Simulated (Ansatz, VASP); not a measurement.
BaTiO3 in VASP and in Ansatz

Contents of INCAR:

```
SYSTEM = BaTiO3
PREC = Accurate
ENCUT = 520
EDIFF = 1E-6
ISMEAR = 0
SIGMA = 0.02
LREAL = .FALSE.
LASPH = .TRUE.
NELM = 80
ALGO = Normal
ISIF = 2
LWAVE = .FALSE.
LCHARG = .FALSE.
GGA = PE
NBANDS = 28
```

The input KPOINTS:

```
regular mesh
0
G
  8 8 6
  0 0 0
```

File POSCAR:

```
BaTiO3
1.0
    3.9854497974      0.0000000000      0.0000000000
    0.0000000000      3.9854497974      0.0000000000
    0.0000000000      0.0000000000      4.3264971240
Ba Ti O
1 1 3
Direct
    0.5000000000      0.5000000000      0.6006785108
    0.0000000000      0.0000000000      0.1147671007
    0.0000000000      0.5000000000      0.0573251531
    0.5000000000      0.0000000000      0.0573251531
    0.0000000000      0.0000000000      0.5299010722
```

Input for Ansatz:

```yaml
crystal:
  lattice:
    - [3.9854497974, 0.0, 0.0]
    - [0.0, 3.9854497974, 0.0]
    - [0.0, 0.0, 4.326497124]
  atoms:
    - { symbol: Ba, position: [0.5, 0.5, 0.6006785108] }
    - { symbol: Ti, position: [0.0, 0.0, 0.1147671007] }
    - { symbol: O, position: [0.0, 0.5, 0.0573251531] }
    - { symbol: O, position: [0.5, 0.0, 0.0573251531] }
    - { symbol: O, position: [0.0, 0.0, 0.5299010722] }
basis:
  ecutwfc: 420
kpoints:
  mp_grid: { grid: [8, 8, 6] }
  band_path: { path: [VBM, CBM], npoints: 2 }
hamiltonian:
  xc: pbe
scf:
  occupations: { method: gaussian, width: 0.02 }
output:
  forces: true
  stress: true
  eigenvalues: true
checkpoint:
  read: start.run
  write: ck
  compress: false
  write_wavefunctions: false
  write_every: 100000
```

Alike in both runs: task single point; functional PBE; k mesh 8 × 8 × 6; occupations gaussian, width 0.02 eV; no spin polarisation.

|  | VASP | Ansatz |
| --- | --- | --- |
| version | VASP 6.6.1 | Ansatz 0.2.0 |
| potentials or method | VASP PAW PBE potentials, release 64 (Ba_sv, Ti_sv, O), cutoff 520 eV | scalar-relativistic, plane waves, PAW |
| valence electrons in the cell | 40 | 40 |

|  | VASP | Ansatz | Ansatz less VASP |
| --- | --- | --- | --- |
| gap on the k mesh at the Fermi level (eV) | 1.78 | 1.84 | +0.051 |
| least direct gap on the mesh (eV) | 2.42 | 2.46 | +0.038 |
| pressure (GPa) | -0.6 | -2.1 | -1.45 |
| traceless stress, the component that is largest in VASP (GPa) | 0.10 | 0.05 | -0.045 |
| rms of the force components (eV/Å) | 0.039 | 0.000 | -0.0384 |

Atom by atom the forces differ by 0.039 eV/Å (rms over components).

Neither program's run includes spin-orbit coupling.
